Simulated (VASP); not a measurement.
Write the native input for VASP 6.6.1 that does the following.

```yaml
Task: single point
Functional: PBE
Potentials_or_basis: VASP PAW PBE potentials, release 64 (Mg, O)
Cutoff: 520 eV
k_mesh: 10 × 10 × 10
Occupations: gaussian, width 0.05 eV
Spin: no spin polarisation
Dipole_correction: no
Further_INCAR_settings: ALGO = Normal; EDIFF = 1e-06; NBANDS = 11
```

The structure of MgO lies in POSCAR:

```
MgO
1.0
    0.0000000000      2.1351500000      2.1351500000
    2.1351500000      0.0000000000      2.1351500000
    2.1351500000      2.1351500000      0.0000000000
Mg O
1 1
Direct
    0.0000000000      0.0000000000      0.0000000000
    0.4297473245      0.4297473245      0.3715481026
```

This cell differs from its parent crystal: atom 2 (O) moved by (-0.600, -0.300) A along [1 1 0] and z.

These files were run (other wordings do the same):

INCAR

```
SYSTEM = MgO
ALGO = Normal
EDIFF = 1E-6
ENCUT = 520
GGA = PE
ISIF = 2
ISMEAR = 0
LASPH = .TRUE.
LCHARG = .TRUE.
LELF = .TRUE.
LREAL = .FALSE.
LVHAR = .TRUE.
LWAVE = .FALSE.
NBANDS = 11
NELM = 60
PREC = Accurate
SIGMA = 0.05
```

KPOINTS

```
k-points
0
G
  10 10 10
  0 0 0
```

Potentials or basis: VASP PAW PBE potentials, release 64 (Mg, O).

Run with:

```console
$ cat potpaw_PBE.64/Mg/POTCAR potpaw_PBE.64/O/POTCAR > POTCAR
$ mpirun -np 1 vasp_std > vasp.out
```

Results of the run:

The pressure is 30.4 GPa. The largest force is 2.890 eV/Å and the band gap on the k mesh is 3.93 eV, direct.

Caveat: the cell differs from its parent crystal (atom 2 (O) moved by (-0.600, -0.300) A along [1 1 0] and z); forces of over 1 eV/Å act on the atoms, so gaps and moduli don't describe the material at rest.

Wall time 47 s on 1 thread of AMD EPYC 7R43 64-Core Processor (Zen 3) (shared host), peak memory 0.15 GiB.
